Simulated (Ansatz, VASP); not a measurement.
One calculation of BaZrO3, two programs

```xyz
5
Lattice="4.2874 0.0000 0.0000 0.0000 4.2874 0.0000 0.0000 0.0000 4.2874" Properties=species:S:1:pos:R:3 pbc="T T T"
Ba    0.0000    0.0000    0.0000
Zr    2.1437    2.1437    2.1437
O     0.0000    2.1437    2.1437
O     2.1437    0.0000    2.1437
O     2.1437    2.1437    0.0000
```

Alike in both runs: functional r2SCAN; k mesh 8 × 8 × 8; occupations fermi-dirac, width 0.02 eV; no spin polarisation.

Ansatz relaxed the structure, and its values are those at the end. VASP's run is a single point on that final structure, the one shown.

|  | VASP | Ansatz |
| --- | --- | --- |
| version | VASP 6.6.1 | Ansatz 0.2.0 |
| potentials or method | VASP PAW PBE potentials, release 64 (Ba_sv, Zr_sv, O), cutoff 520 eV | PAW plane waves |
| valence electrons in the cell | 40 | 40 |

|  | VASP | Ansatz | Ansatz less VASP |
| --- | --- | --- | --- |
| gap on the k mesh at the Fermi level (eV) | 3.53 | 3.58 | +0.048 |
| pressure (GPa) | -7.6 | -8.4 | -0.82 |

VASP's potentials were made for PBE, not for r2SCAN. With one functional, cell and mesh, what is left measures potentials, basis and numerics. Ansatz's warnings: stress scf threshold loose.

Neither program's run includes spin-orbit coupling.
